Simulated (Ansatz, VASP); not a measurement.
**CaHfH6: VASP beside Ansatz**

```
Ca Hf H
1.0
     0.00000    4.14805    4.14805
     4.14805    0.00000    4.14805
     4.14805    4.14805    0.00000
Ca Hf H
1 1 6
Direct
  0.00000 0.00000 0.00000
  0.50000 0.50000 0.50000
  0.73386 0.26614 0.26614
  0.26614 0.73386 0.26614
  0.26614 0.26614 0.73386
  0.26614 0.73386 0.73386
  0.73386 0.26614 0.73386
  0.73386 0.73386 0.26614
```

Alike in both runs: functional PBE; k mesh 4 × 4 × 4; occupations gaussian, width 0.1 eV; no spin polarisation.

Ansatz relaxed the structure, and its values are those at the end. VASP's run is a single point on that final structure, the one shown.

|  | VASP | Ansatz |
| --- | --- | --- |
| version | VASP 6.6.1 | Ansatz 0.2.0 |
| potentials or method | VASP PAW PBE potentials, release 64 (Ca_sv, Hf_pv, H), cutoff 520 eV | scalar-relativistic, plane waves, PAW |
| valence electrons in the cell | 26 | 42 |

```csv
,VASP,Ansatz,Ansatz less VASP
gap on the k mesh at the Fermi level (eV),2.46,2.46,+0.005
least direct gap on the mesh (eV),2.74,2.75,+0.008
pressure (GPa),-0.3,-0.1,+0.15
rms of the force components (eV/Å),0.016,0.001,-0.0147
```

VASP's potentials hold 26 valence electrons a cell and Ansatz's 42, so a difference there can come from the potentials and not from the codes.

Neither program's run includes spin-orbit coupling.
